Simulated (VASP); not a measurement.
# Au3C in VASP: relaxation of the atoms with PBEsol

Aim: the relaxation of the atoms of Au3C with PBEsol.

All numbers are computed with VASP 6.6.1; they aren't measurements. Logs are shortened: lines on timing, memory, paths and dates and some standing lists are left out, and cuts for length are marked.

### 1 The cell of the first run

The cell holds a slab with vacuum, 4 atoms: a = 2.888 Å, b = 2.888 Å, c = 19.533 Å, α = 90.00°, β = 90.00°, γ = 90.00°.

### 2 Relaxation of the atoms, PBEsol

INCAR

```
PREC = Accurate
ENCUT = 520
EDIFF = 1E-7
ISMEAR = 0
SIGMA = 0.1
LREAL = False
LASPH = True
NELM = 100
ALGO = Normal
ISIF = 2
LWAVE = False
LCHARG = False
LDIPOL = True
IDIPOL = 3
DIPOL = 0.5 0.5 0.359
GGA = PS
IBRION = 2
NSW = 50
EDIFFG = -0.025
```

KPOINTS

```
regular mesh
0
Gamma
  9 9 1
```

POSCAR

```
Au3C
1.0
    2.8877312819      0.0000000000      0.0000000000
    0.0000000000      2.8877312819      0.0000000000
    0.0000000000      0.0000000000     19.5329374166
Au C
3 1
Selective dynamics
Direct
    0.5000000000      0.5000000000      0.2047823077  F F F
    0.0000000000      0.0000000000      0.3080165616  F F F
    0.5000000000      0.5000000000      0.4112508654  T T T
    0.5000000000      0.6666666667      0.5112567686  F F T
```

Potentials or basis: VASP PAW PBE potentials, release 64 (Au, C).

On the command line:

```bash
cat potpaw_PBE.64/Au/POTCAR potpaw_PBE.64/C/POTCAR > POTCAR
mpirun -np 1 vasp_std > vasp.out
```

OUTCAR:

```text
PREC = Accurate
   ENCUT = 520
   EDIFF = 1E-7
   ISMEAR = 0
   LREAL = False
   LASPH = True
   NELM = 100
   ISIF = 2
   GGA = PS
   IBRION = 2
   NSW = 50
   EDIFFG = -0.025

 ion  position               nearest neighbor table
   1  0.500  0.500  0.205-   2 2.87   2 2.87   2 2.87   2 2.87
   2  0.000  0.000  0.308-   1 2.87   1 2.87   1 2.87   1 2.87   3 2.87   3 2.87   3 2.87   3 2.87

   3  0.500  0.500  0.411-   4 2.01   2 2.87   2 2.87   2 2.87   2 2.87
   4  0.500  0.667  0.511-   3 2.01

  LATTYP: Found a simple tetragonal cell.
 ALAT       =     2.8877312819
 C/A-ratio  =     6.7641118615

  Lattice vectors:

 A1 = (   2.8877312819,   0.0000000000,   0.0000000000)
 A2 = (   0.0000000000,   2.8877312819,   0.0000000000)
 A3 = (   0.0000000000,   0.0000000000,  19.5329374166)

Analysis of symmetry for initial positions (statically):
=====================================================================
 Subroutine PRICEL returns:
 Original cell was already a primitive cell.

 Routine SETGRP: Setting up the symmetry group for a
 simple tetragonal supercell.

 Subroutine GETGRP returns: Found  2 space group operations
 (whereof  2 operations were pure point group operations)
 out of a pool of 16 trial point group operations.

The static configuration has the point symmetry C_1h.

Analysis of symmetry for dynamics (positions and initial velocities):
=====================================================================
 Subroutine PRICEL returns:
 Original cell was already a primitive cell.

 Routine SETGRP: Setting up the symmetry group for a
 simple tetragonal supercell.

 Subroutine GETGRP returns: Found  2 space group operations
 (whereof  2 operations were pure point group operations)
 out of a pool of 16 trial point group operations.

The dynamic configuration has the point symmetry C_1h.

Analysis of constrained symmetry for selective dynamics:
=====================================================================
 Subroutine PRICEL returns:
 Original cell was already a primitive cell.

 Routine SETGRP: Setting up the symmetry group for a
 simple tetragonal supercell.

 Subroutine GETGRP returns: Found  2 space group operations
 (whereof  2 operations were pure point group operations)
 out of a pool of 16 trial point group operations.

The constrained configuration has the point symmetry C_1h.

 Subroutine INISYM returns: Found  2 space group operations
 (whereof  2 operations are pure point group operations),
 and found     1 'primitive' translations

----------------------------------------------------------------------------------------

                                     Primitive cell

  volume of cell :     162.8850

  direct lattice vectors                    reciprocal lattice vectors
     2.887731282  0.000000000  0.000000000     0.346292609  0.000000000  0.000000000
     0.000000000  2.887731282  0.000000000     0.000000000  0.346292609  0.000000000
     0.000000000  0.000000000 19.532937417     0.000000000  0.000000000  0.051195577

  length of vectors
     2.887731282  2.887731282 19.532937417     0.346292609  0.346292609  0.051195577

  position of ions in fractional coordinates (direct lattice)
     0.500000000  0.500000000  0.204782308
     0.000000000  0.000000000  0.308016562
     0.500000000  0.500000000  0.411250865
     0.500000000  0.666666667  0.511256769

  ion indices of the primitive-cell ions
   primitive index   ion index
                 1           1
                 2           2
                 3           3
                 4           4

----------------------------------------------------------------------------------------

 KPOINTS: regular mesh

Automatic generation of k-mesh.
 Grid dimensions read from file:
 generate k-points for:    9    9    1

 Generating k-lattice:

  Cartesian coordinates                     Fractional coordinates (reciprocal lattice)
     0.038476957  0.000000000  0.000000000     0.111111111  0.000000000  0.000000000
     0.000000000  0.038476957  0.000000000     0.000000000  0.111111111  0.000000000
     0.000000000  0.000000000  0.051195577     0.000000000  0.000000000  1.000000000

  Length of vectors
     0.038476957  0.038476957  0.051195577

  Shift w.r.t. Gamma in fractional coordinates (k-lattice)
     0.000000000  0.000000000  0.000000000

 Subroutine IBZKPT returns following result:
 ===========================================

 Found     25 irreducible k-points:

 Following reciprocal coordinates:
            Coordinates               Weight
  0.000000  0.000000  0.000000      1.000000
  0.111111  0.000000  0.000000      2.000000
  0.000000  0.111111  0.000000      2.000000
  0.222222  0.000000  0.000000      2.000000
  0.000000  0.222222  0.000000      2.000000
  0.333333  0.000000  0.000000      2.000000
[... 16 lines left out ...]
  0.444444  0.333333  0.000000      4.000000
 -0.333333  0.444444  0.000000      4.000000
   k-points           NKPTS =     25   k-points in BZ     NKDIM =     25   number of bands    NBANDS=     22
   number of dos      NEDOS =    301   number of ions     NIONS =      4
   total plane-waves  NPLWV =  86400
   dimension x,y,z NGX =    24 NGY =   24 NGZ =  150
   dimension x,y,z NGXF=    48 NGYF=   48 NGZF=  300
   ions per type =               3   1
   NGX,Y,Z   is equivalent  to a cutoff of  13.82, 13.82, 12.77 a.u.
   NGXF,Y,Z  is equivalent  to a cutoff of  27.63, 27.63, 25.53 a.u.
 SYSTEM =  unknown system
   PREC   = accura    normal or accurate (medium, high low for compatibility)
   ISTART =      0    job   : 0-new  1-cont  2-samecut
   ICHARG =      2    charge: 1-file 2-atom 10-const
   ISPIN  =      1    spin polarized calculation?
   LNONCOLLINEAR =      F non collinear calculations
   LSORBIT =      F    spin-orbit coupling
   LASPH  =      T    aspherical Exc in radial PAW
   ENCUT  =  520.0 eV  38.22 Ry    6.18 a.u.   5.37  5.37 36.32*2*pi/ulx,y,z
   NELM   =    100;   NELMIN=  2; NELMDL= -5     # of ELM steps
   EDIFF  = 0.1E-06   stopping-criterion for ELM
   LREAL  =      F    real-space projection
   EDIFFG = -.3E-01   stopping-criterion for IOM
   NSW    =     50    number of steps for IOM
   IBRION =      2    ionic relax: 0-MD 1-quasi-New 2-CG
   NFREE  =      1    steps in history (QN), initial steepest desc. (CG)
   ISIF   =      2    stress and relaxation
   ISYM   =      2    0-nonsym 1-usesym 2-fastsym
   POTIM  = 0.5000    time-step for ionic-motion
   TEBEG  =    0.0;   TEEND  =   0.0 temperature during run
   PSTRESS=    0.0 pullay stress
   NELECT =      37.0000    total number of electrons
   NUPDOWN=      -1.0000    fix difference up-down
   EMIN   =  10.00;   EMAX   =-10.00  energy-range for DOS
   EFERMI =   0.00;   METHOD = LEGACY
   ISMEAR =     0;   SIGMA  =   0.10  broadening in eV -4-tet -1-fermi 0-gaus
   EFERMI_NEDOS =   21; number of points for ismear=-14 and -15
   IALGO  =     38    algorithm
   IMIX   =      4    mixing-type and parameters
     AMIX     =   0.40;   BMIX     =  1.00
     AMIX_MAG =   1.60;   BMIX_MAG =  1.00
  volume/ion in A,a.u.               =      40.72       274.80
  Fermi-wavevector in a.u.,A,eV,Ry     =   0.998884  1.887617 13.575473  0.997769
  Thomas-Fermi vector in A             =   2.131137
   LORBIT       =      0    0 simple, 1 ext, 2 COOP (PROOUT), +10 PAW based schemes
   GGA     = PS    functional components
   LHFCALC =     F    Hartree Fock is set to
   AEXX    =    0.0000 exact exchange contribution
   IVDW    =     0    specifies the selected vdW correction
   LEPSILON=     F    determine dielectric tensor
   LRPA    =     F    only Hartree local field effects (RPA)
 conjugate gradient relaxation of ions
 non-spin polarized calculation
 Gauss-broadening in eV      SIGMA  =   0.10
  energy-cutoff  :      520.00
  volume of cell :      162.89
 maximum number of plane-waves:      4431
 NGX is ok and might be reduce to    24
   NGX = 11   NGY = 11   NGZ = 73

 dipolmoment           0.000000      0.000000     -0.047716 electrons x Angstroem

--------------------------------------- Ionic step        1  -------------------------------------------

 number of electron      37.0000006 magnetization

 Free energy of the ion-electron system (eV)
  ---------------------------------------------------
  ext. energy  EPLUGINS =         0.00000000
  ---------------------------------------------------
  free energy    TOTEN  =       -14.99507742 eV

  energy without entropy =      -14.98123385  energy(sigma->0) =      -14.98815564

------------------------ aborting loop because EDIFF is reached ----------------------------------------

  FORCE on cell =-STRESS in cart. coord.  units (eV):
  Direction    XX          YY          ZZ          XY          YZ          ZX
  --------------------------------------------------------------------------------------
  -------------------------------------------------------------------------------------
  Total       -3.3899297     -3.1346859     -1.7442206      0.0000000     -0.5141236      0.0000000
  in kB      -33.3441893    -30.8335474    -17.1565865      0.0000000     -5.0570471      0.0000000
  external PRESSURE =     -27.1114411 kB  Pullay stress =       0.0000000 kB
[... 213 lines left out ...]
  energy  without entropy=      -15.0683674623  energy(sigma->0) =      -15.07477869

--------------------------------------- Ionic step        7  -------------------------------------------

 number of electron      37.0000005 magnetization

 dipolmoment           0.000000      0.000000      0.066217 electrons x Angstroem

 Free energy of the ion-electron system (eV)
  ---------------------------------------------------
  ext. energy  EPLUGINS =         0.00000000
  ---------------------------------------------------
  free energy    TOTEN  =       -15.08193756 eV

  energy without entropy =      -15.06912412  energy(sigma->0) =      -15.07553084

 E-fermi :  -0.6328     XC(G=0):  -5.6443

 val. band max:       -0.6451144881   @ k =   0.3333   0.2222   0.0000
 cond. band min:      -0.6001210438   @ k =   0.4444   0.3333   0.0000
 fundamental gap:      0.0449934444
 Fermi energy:        -0.6328475135

 k-point     1 :       0.0000    0.0000    0.0000
  band No.  band energies     occupation
      1     -12.1662      2.00000
      2      -9.2793      2.00000
      3      -7.7729      2.00000
      4      -7.1105      2.00000
      5      -7.0297      2.00000
      6      -6.3595      2.00000
[... 574 lines left out ...]
      6      -5.8269      2.00000
[... 14 lines left out ...]
     21       2.2599      0.00000
     22       2.8016      0.00000

 [... further k-points ...]

------------------------ aborting loop because EDIFF is reached ----------------------------------------

 vacuum level on the upper side and lower side of the slab       (xc-potential included)         0.689        -0.711

  FORCE on cell =-STRESS in cart. coord.  units (eV):
  Direction    XX          YY          ZZ          XY          YZ          ZX
  --------------------------------------------------------------------------------------
  -------------------------------------------------------------------------------------
  Total       -3.5008196     -2.9731756     -0.1695824      0.0000000     -0.0275841      0.0000000
  in kB      -34.4349298    -29.2448923     -1.6680541      0.0000000     -0.2713240      0.0000000
  external PRESSURE =     -21.7826254 kB  Pullay stress =       0.0000000 kB

 VOLUME and BASIS-vectors are now :
 -----------------------------------------------------------------------------
  energy-cutoff  :      520.00
  volume of cell :      162.89
      direct lattice vectors                 reciprocal lattice vectors
     2.887731282  0.000000000  0.000000000     0.346292609  0.000000000  0.000000000
     0.000000000  2.887731282  0.000000000     0.000000000  0.346292609  0.000000000
     0.000000000  0.000000000 19.532937417     0.000000000  0.000000000  0.051195577
[... 10 lines left out ...]
  FREE ENERGIE OF THE ION-ELECTRON SYSTEM (eV)
  ---------------------------------------------------
  free  energy   TOTEN  =       -15.0819375645 eV

  energy  without entropy=      -15.0691241201  energy(sigma->0) =      -15.07553084

 reached required accuracy - stopping structural energy minimisation

 vacuum level on the upper side and lower side of the slab         6.085         4.644
```

Wall time 12 min (1 thread of Oxide Virtual Turin-like, shared host); peak memory 0.3 GiB.

What came out:

```
Free energy               : -15.0819 eV
Energy gained by relaxing : 21.7 meV/atom
Ionic steps               : 7
Band gap on the k mesh    : zero (an odd number of electrons rules out a gap without spin polarisation)
```

The path:
```csv
step,energy change (eV),largest force on free atoms (eV/Å),pressure (GPa)
1,0.0000,1.5521,-2.71
2,-0.0809,0.4204,-1.65
3,-0.0847,0.0691,-1.88
4,-0.0847,0.1033,-1.86
5,-0.0851,0.0943,-1.89
6,-0.0861,0.0661,-1.99
7,-0.0869,0.0177,-2.18
```

Final structure:
```
CELL_PARAMETERS angstrom
2.88773 0.00000 0.00000
0.00000 2.88773 0.00000
0.00000 0.00000 19.53294
ATOMIC_POSITIONS crystal
Au 0.50000 0.50000 0.20478
Au 0.00000 0.00000 0.30802
Au 0.50000 0.50244 0.41605
C 0.50000 0.66667 0.51053
```

Caveat: the PAW data sets were made with another functional, which shifts forces and pressure a little; spin-orbit coupling is left out, which moves the levels of the heavy elements.

The gap in the log of VASP goes by the Fermi energy; the results here count the filled bands.